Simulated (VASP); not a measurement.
A run of VASP 6.6.1 is set up as follows.

File INCAR:

```
  ALGO = Normal
  EDIFF = 1E-6
  ENCUT = 500
  GGA = PE
  GGA_COMPAT = F
  ISIF = 2
  ISMEAR = 0
  LASPH = T
  LCHARG = F
  LREAL = F
  LWAVE = F
  NBANDS = 12
  NELM = 120
  PREC = Accurate
  SIGMA = 0.1
```

KPOINTS

```
k-points
0
Gamma
  8 8 8
```

The input POSCAR:

```
Hg
1.0
    0.0000000000      2.3919113801      2.3919113801
    2.3919113801      0.0000000000      2.3919113801
    2.3919113801      2.3919113801      0.0000000000
Hg
1
Direct
   -0.0706950930     -0.0112153973      0.0670261520
```

Potentials or basis: VASP PAW PBE potentials, release 64 (Hg).

Run with:

```console
$ cat potpaw_PBE.64/Hg/POTCAR > POTCAR
$ mpirun -np 1 vasp_std > vasp.out
```

(1) Predict the pressure.

(2) Estimate the band gap on the k mesh.

Answers

(1) 1.9 GPa.

(2) zero (band 6 reaches 1.57 eV, above the bottom of band 7 at 0.69 eV).

Caveat: spin-orbit coupling is left out, which moves the levels of the heavy elements.
